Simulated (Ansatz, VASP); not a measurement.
# BAs: VASP beside Ansatz

```xyz
2
Lattice="0.0000 2.4199 2.4199 2.4199 0.0000 2.4199 2.4199 2.4199 0.0000" Properties=species:S:1:pos:R:3 pbc="T T T"
B     0.0000    0.0000    0.0000
As    1.2100    1.2100    1.2100
```

Change from the starting cell: volume scaled by 1.04, ions relaxed.

Alike in both runs: task relaxation of the atoms; functional PBE; k mesh 16 × 16 × 16; occupations fermi-dirac, width 0.02 eV; no spin polarisation.

```csv
,VASP,Ansatz
version,VASP 6.6.1,Ansatz 0.2.0
potentials or method,"VASP PAW PBE potentials, release 64 (B, As)","plane-wave PAW, scalar-relativistic"
plane-wave cutoff (eV),520,420
valence electrons in the cell,8,18
```

```csv
,VASP,Ansatz,Ansatz less VASP
"gap on the k mesh at the Fermi level, each at its own relaxed structure (eV)",1.23,1.23,+0.008
```

VASP's potentials hold 8 valence electrons a cell and Ansatz's 18, so a difference there can come from the potentials and not from the codes. Ansatz's warnings: stress scf threshold loose.

Noted on VASP's run: the relaxation stopped at its first step, so nothing moved.
